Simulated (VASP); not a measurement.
Write the native input for VASP 6.6.1 that does the following.

```
Task                   : single point
Functional             : PBE
Potentials or basis    : VASP PAW PBE potentials, release 64 (Nb_sv, C)
Cutoff                 : 520 eV
k mesh                 : 6 × 6 × 4
Occupations            : gaussian, width 0.1 eV
Spin                   : collinear spin
Starting moments       : [1.0, 0.0, 0.0] μB
Dipole correction      : no
Further INCAR settings : ALGO = Normal; EDIFF = 1e-06; NBANDS = 22
```

The structure of NbC2 lies in POSCAR:

```
NbC2
1.0
    3.4594439113      0.0000000000      0.0000000000
   -1.7297219557      2.9959663102      0.0000000000
    0.0000000000      0.0000000000      5.7295209795
Nb C
1 2
Direct
    0.3333333333      0.6666666667      0.0000000000
    0.6666666667      0.3333333333      0.8688462137
    0.6666666667      0.3333333333      0.1311537863
```

The cell was built from a structure type or drawn by symmetry, and may not be a known phase.

One way to write it, as run:

INCAR

```
SYSTEM = NbC2
ALGO = Normal
EDIFF = 1E-6
ENCUT = 520
GGA = PE
ISIF = 2
ISMEAR = 0
ISPIN = 2
LASPH = .True.
LCHARG = .False.
LMAXMIX = 4
LORBIT = 11
LREAL = .False.
LWAVE = .False.
MAGMOM = 1 0 0
NBANDS = 22
NELM = 150
PREC = Accurate
SIGMA = 0.1
```

KPOINTS

```
k-points
0
Gamma
  6 6 4
  0 0 0
```

Potentials or basis: VASP PAW PBE potentials, release 64 (Nb_sv, C).

Launch:

```bash
$ cat potpaw_PBE.64/Nb_sv/POTCAR potpaw_PBE.64/C/POTCAR > POTCAR
$ mpirun -np 1 vasp_std > vasp.out
```

It gave:

```
Pressure                                              : 0.0 GPa
Largest force                                         : 0.053 eV/Å
Net moment                                            : 0.00 μB per cell
Valence electrons inside the program's atomic spheres : Nb 10.74; C 2.42
```

Run time: 31 s on 1 thread of AMD EPYC 9R45 96-Core Processor (Zen 5), on a shared host, peak memory 0.2 GiB.
